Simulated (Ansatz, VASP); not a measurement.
Two plane-wave programs on GaGeO

The input INCAR:

```
SYSTEM = GaGeO
  PREC = Accurate
  ENCUT = 600
  EDIFF = 1E-6
  ISMEAR = 0
  SIGMA = 0.1
  LREAL = .FALSE.
  LASPH = .TRUE.
  NELM = 100
  ALGO = Normal
  ISIF = 3
  LWAVE = .FALSE.
  LCHARG = .FALSE.
  GGA = PE
  IBRION = 2
  NSW = 90
  EDIFFG = -0.04
```

The input KPOINTS:

```
Automatic mesh
0
G
  6 6 6
  0 0 0
```

The input POSCAR:

```
GaGeO
1.0
    3.4927245200      0.0000000000      0.0000000000
    0.0000000000      3.5167487200      0.0000000000
    0.0000000000      0.0000000000      3.5436793600
Ga Ge O
1 1 1
Direct
    0.5000000000      0.5000000000      0.5000000000
    0.5000000000      0.5000000000      0.0000000000
    0.0000000000      0.0000000000      0.0000000000
```

Input for Ansatz:

```yaml
crystal:
  lattice:
    - [3.49272452, 0.0, 0.0]
    - [0.0, 3.51674872, 0.0]
    - [0.0, 0.0, 3.54367936]
  atoms:
    - { symbol: Ga, position: [0.5, 0.5, 0.5] }
    - { symbol: Ge, position: [0.5, 0.5, 0.0] }
    - { symbol: O, position: [0.0, 0.0, 0.0] }
basis:
  ecutwfc: 420
kpoints:
  mp_grid: { grid: [6, 6, 6] }
hamiltonian:
  xc: pbe
scf:
  occupations: { method: gaussian, width: 0.1 }
  lower_state_search: "off"
output:
  forces: true
  stress: true
  eigenvalues: true
relax:
  adjacent_minimum: "off"
  f_tol: 0.04
  max_steps: 70
  cell: { stress_tol: 0.4 }
```

Change from the starting cell: species swapped into the TbCoC type (Pmmm, No. 47).

Alike in both runs: task relaxation of cell and atoms; functional PBE; k mesh 6 × 6 × 6; occupations gaussian, width 0.1 eV; no spin polarisation.

```csv
,VASP,Ansatz
version,VASP 6.6.1,Ansatz 0.2.0
potentials or method,"VASP PAW PBE potentials, release 64 (Ga_d, Ge_d, O), cutoff 600 eV","scalar-relativistic, plane waves, PAW"
valence electrons in the cell,33,33
```

Ansatz gave:

| Property | Result |
| --- | --- |
| gap on the k mesh at the Fermi level, each at its own relaxed structure (eV) | none |
| relaxed volume (Å³/atom) | 16.27 |
| relaxed length of the cell vector where the two differ most in proportion (Å) | 5.285 |

Q: Estimate VASP's values.

A: gap on the k mesh at the Fermi level, each at its own relaxed structure (eV): none; relaxed volume (Å³/atom): 15.65; relaxed length of the cell vector where the two differ most in proportion (Å): 5.070.

A gap of «none» marks a metal or a gap that the smearing closes.
